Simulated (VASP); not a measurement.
# Ir3O in VASP: a series of runs, part 2 of 2

VASP 6.6.1.

## Step 3: Single point, PBE

INCAR reads:

```
PREC = Accurate
ENCUT = 520
EDIFF = 1E-6
ISMEAR = 0
SIGMA = 0.1
LREAL = False
LASPH = True
NELM = 80
ALGO = Normal
ISIF = 2
LWAVE = False
LCHARG = False
LDIPOL = True
IDIPOL = 3
DIPOL = 0.5 0.5 0.361
GGA = PE
NBANDS = 24
```

KPOINTS reads:

```
Automatic mesh
0
Gamma
  12 12 1
```

POSCAR reads:

```
Ir3O
1.0
    2.7367600872      0.0000000000      0.0000000000
   -1.3683800436      2.3701037596      0.0000000000
    0.0000000000      0.0000000000     19.8425800730
Ir O
3 1
Direct
    0.6666666667      0.3333333333      0.2015866881
    0.3333333333      0.6666666667      0.3110139949
    0.0000000000      0.0000000000      0.4204382718
    0.0000000000      0.0000000000      0.5091258899
```

Potentials or basis: VASP PAW PBE potentials, release 64 (Ir, O).

The run is started by

```
$ cat potpaw_PBE.64/Ir/POTCAR potpaw_PBE.64/O/POTCAR > POTCAR
$ mpirun -np 1 vasp_std > vasp.out
```

OUTCAR:

```text
PREC = Accurate
   ENCUT = 520
   EDIFF = 1E-6
   ISMEAR = 0
   LREAL = False
   LASPH = True
   NELM = 80
   ISIF = 2
   GGA = PE

 ion  position               nearest neighbor table
   1  0.667  0.333  0.202-   2 2.69   2 2.69   2 2.69
   2  0.333  0.667  0.311-   3 2.69   3 2.69   3 2.69   1 2.69   1 2.69   1 2.69
   3  0.000  0.000  0.420-   4 1.76   2 2.69   2 2.69   2 2.69
   4  0.000  0.000  0.509-   3 1.76

  LATTYP: Found a hexagonal cell.
 ALAT       =     2.7367600872
 C/A-ratio  =     7.2503907689

  Lattice vectors:

 A1 = (   2.7367600872,   0.0000000000,   0.0000000000)
 A2 = (  -1.3683800436,   2.3701037596,   0.0000000000)
 A3 = (   0.0000000000,   0.0000000000,  19.8425800730)

Analysis of symmetry for initial positions (statically):
=====================================================================
 Subroutine PRICEL returns:
 Original cell was already a primitive cell.

 Routine SETGRP: Setting up the symmetry group for a
 hexagonal supercell.

 Subroutine GETGRP returns: Found  6 space group operations
 (whereof  6 operations were pure point group operations)
 out of a pool of 24 trial point group operations.

The static configuration has the point symmetry C_3v.

Analysis of symmetry for dynamics (positions and initial velocities):
=====================================================================
 Subroutine PRICEL returns:
 Original cell was already a primitive cell.

 Routine SETGRP: Setting up the symmetry group for a
 hexagonal supercell.

 Subroutine GETGRP returns: Found  6 space group operations
 (whereof  6 operations were pure point group operations)
 out of a pool of 24 trial point group operations.

The dynamic configuration has the point symmetry C_3v.

 Subroutine INISYM returns: Found  6 space group operations
 (whereof  6 operations are pure point group operations),
 and found     1 'primitive' translations

----------------------------------------------------------------------------------------

[... 117 lines left out ...]
   AEXX    =    0.0000 exact exchange contribution
   IVDW    =     0    specifies the selected vdW correction
   LEPSILON=     F    determine dielectric tensor
   LRPA    =     F    only Hartree local field effects (RPA)
 non-spin polarized calculation
 Gauss-broadening in eV      SIGMA  =   0.10
  energy-cutoff  :      520.00
  volume of cell :      128.71
 maximum number of plane-waves:      3499
   NGX = 11   NGY = 11   NGZ = 73

 dipolmoment           0.000000      0.000000     -0.025870 electrons x Angstroem

 number of electron      33.0000005 magnetization

 dipolmoment           0.000000      0.000000      0.087775 electrons x Angstroem

 Free energy of the ion-electron system (eV)
  ---------------------------------------------------
  ext. energy  EPLUGINS =         0.00000000
  ---------------------------------------------------
  free energy    TOTEN  =       -30.35366648 eV

  energy without entropy =      -30.33789679  energy(sigma->0) =      -30.34578163

 E-fermi :  -0.6675     XC(G=0):  -6.2057

 val. band max:       -0.6706590987   @ k =   0.2500   0.0833   0.0000
 cond. band min:      -0.5962413331   @ k =   0.0000   0.0000   0.0000
 fundamental gap:      0.0744177656
 Fermi energy:        -0.6675175553

 k-point     1 :       0.0000    0.0000    0.0000
  band No.  band energies     occupation
      1     -19.4841      2.00000
      2     -10.7881      2.00000
      3      -8.9239      2.00000
      4      -8.4013      2.00000
      5      -6.2679      2.00000
      6      -4.5548      2.00000
[... 502 lines left out ...]
     23       7.5039      0.00000
     24       7.5682      0.00000

------------------------ aborting loop because EDIFF is reached ----------------------------------------

 vacuum level on the upper side and lower side of the slab       (xc-potential included)         1.167        -1.595

  FORCE on cell =-STRESS in cart. coord.  units (eV):
  Direction    XX          YY          ZZ          XY          YZ          ZX
  --------------------------------------------------------------------------------------
  -------------------------------------------------------------------------------------
  Total       -0.4718298     -0.4718298      4.0677340      0.0000000     -0.0000000      0.0000000
  in kB       -5.8734565     -5.8734565     50.6361754      0.0000000     -0.0000000      0.0000000
  external PRESSURE =      12.9630875 kB  Pullay stress =       0.0000000 kB

 VOLUME and BASIS-vectors are now :
 -----------------------------------------------------------------------------
  energy-cutoff  :      520.00
  volume of cell :      128.71
      direct lattice vectors                 reciprocal lattice vectors
     2.736760087  0.000000000  0.000000000     0.365395566  0.210961228  0.000000000
    -1.368380044  2.370103760  0.000000000     0.000000000  0.421922456  0.000000000
     0.000000000  0.000000000 19.842580073     0.000000000  0.000000000  0.050396672

 POSITION                                       TOTAL-FORCE (eV/Angst)
 -----------------------------------------------------------------------------------
      1.36838      0.79003      4.00000        -0.000000     -0.000000     -0.672475
     -0.00000      1.58007      6.17132        -0.000000     -0.000000      0.015204
      0.00000      0.00000      8.34258         0.000000     -0.000000     -0.026916
      0.00000      0.00000     10.10237         0.000000      0.000000      0.684187
 -----------------------------------------------------------------------------------
    total drift:                               -0.000000     -0.000000      0.002698

  FREE ENERGIE OF THE ION-ELECTRON SYSTEM (eV)
  ---------------------------------------------------
  free  energy   TOTEN  =       -30.3536664774 eV

  energy  without entropy=      -30.3378967917  energy(sigma->0) =      -30.34578163

 vacuum level on the upper side and lower side of the slab         7.385         4.596
```

OSZICAR:

```text
N       E                     dE             d eps       ncg     rms          rms(c)
DAV:   1     0.335327240678E+03    0.33533E+03   -0.13682E+04   912   0.118E+03
DAV:   2     0.173190478857E+00   -0.33515E+03   -0.29723E+03   944   0.356E+02
DAV:   3    -0.342231106557E+02   -0.34396E+02   -0.31991E+02  1368   0.109E+02
[... 17 lines left out ...]
DAV:  21    -0.303534585502E+02    0.92029E-04   -0.40317E-04  1368   0.227E-01    0.922E-02
DAV:  22    -0.303535628474E+02   -0.10430E-03   -0.85130E-05  1088   0.794E-02    0.795E-02
DAV:  23    -0.303536177340E+02   -0.54887E-04   -0.67404E-05  1168   0.655E-02    0.656E-02
DAV:  24    -0.303536661605E+02   -0.48426E-04   -0.59137E-05  1056   0.646E-02    0.296E-02
DAV:  25    -0.303536664774E+02   -0.31696E-06   -0.76519E-06  1096   0.258E-02
   1 F= -.30353666E+02 E0= -.30345782E+02  d E =-.157697E-01
```

stdout:

```text
POSCAR found type information on POSCAR IrO
 POSCAR found :  2 types and       4 ions
 scaLAPACK will be used
 LDA part: xc-table for (Slater+PW92), standard interpolation
 POSCAR, INCAR and KPOINTS ok, starting setup
 FFT: planning ... GRIDC
 FFT: planning ... GRID_SOFT
 FFT: planning ... GRID
 WAVECAR not read
 entering main loop
```

Wall time 75 s (1 thread of Intel Xeon Platinum 8488C (Sapphire Rapids), shared host); peak memory 0.25 GiB.

Results:

```yaml
Free_energy: -30.3537 eV
Largest_force: 0.684 eV/Å
Band_gap_on_the_k_mesh: zero (an odd number of electrons rules out a gap without spin polarisation)
```

Forces in eV/Å, atoms in the order of the input:
```
Ir   0.000  0.000 -0.672
Ir   0.000  0.000  0.015
Ir   0.000  0.000 -0.027
O    0.000  0.000  0.684
```

Levels at points of the mesh, in eV from the Fermi level:
```
           k point  band 13  band 14  band 15  band 16  band 17  band 18  band 19  band 20
(0.00, 0.00, 0.00)    -2.64    -2.64    -2.21    -0.96    -0.96     0.07     0.22     0.22
(0.50, 0.00, 0.00)    -0.42    -0.41     0.76     0.87     1.19     1.48     1.55     2.24
```

Caveat: spin-orbit coupling is left out, which moves the levels of the heavy elements.

The gap in the log of VASP goes by the Fermi energy; the results here count the filled bands.